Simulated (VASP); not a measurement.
Input of a VASP 6.6.1 run:

Contents of POSCAR:

```
N
1.0
    4.0288651771      0.0000000000      0.0000000000
    0.0000000000      4.0288651771      0.0000000000
    0.0000000000      0.0000000000      5.2736623222
N
4
Direct
    0.9042752000      0.9042752000      0.0000000000
    0.5957248000      0.4042752000      0.5000000000
    0.0957248000      0.0957248000      0.0000000000
    0.4042752000      0.5957248000      0.5000000000
```

The input INCAR.step1:

```
PREC = Accurate
ENCUT = 520
ISMEAR = 0
SIGMA = 0.01
LREAL = False
LASPH = True
NELM = 60
NBANDS = 18
GGA = PE
ALGO = Normal
EDIFF = 1E-4
LWAVE = True
LCHARG = False
```

INCAR.step2

```
PREC = Accurate
ENCUT = 520
EDIFF = 1E-7
ISMEAR = 0
SIGMA = 0.01
LREAL = False
LASPH = True
NELM = 60
ALGO = Normal
ISIF = 2
LWAVE = False
LCHARG = False
METAGGA = R2SCAN
LMIXTAU = True
IVDW = 12
VDW_S6 = 1.0
VDW_S8 = 0.78981345
VDW_A1 = 0.49484001
VDW_A2 = 5.73083694
NBANDS = 18
ISTART = 1
```

File KPOINTS:

```
Automatic mesh
0
Gamma
  4 4 3
```

Potentials or basis: VASP PAW PBE potentials, release 64 (N).

Command:

```sh
$ cat potpaw_PBE.64/N/POTCAR > POTCAR
$ cp INCAR.step1 INCAR
$ mpirun -np 1 vasp_std > vasp.out
$ cp INCAR.step2 INCAR
$ mpirun -np 1 vasp_std > vasp.out
```

**Question.** Predict the pressure.

**Answer.** 3.3 GPa.

**Question.** What does it give for the largest force?

**Answer.** 2.710 eV/Å.

**Question.** Estimate the dispersion energy per atom.

**Answer.** -0.031 eV.

**Question.** What does it give for the band gap on the k mesh?

**Answer.** 7.65 eV, indirect (least direct gap 7.86 eV).

Forces in eV/Å, atoms in the order of the input:
```
N   -1.916 -1.916  0.000
N    1.916 -1.916  0.000
N    1.916  1.916  0.000
N   -1.916  1.916  0.000
```

Caveat: the standard files for N, O and F lose accuracy on very short bonds; three body term missing; the PAW data sets were made with another functional, which shifts forces and pressure a little. A k mesh can miss the band edges.
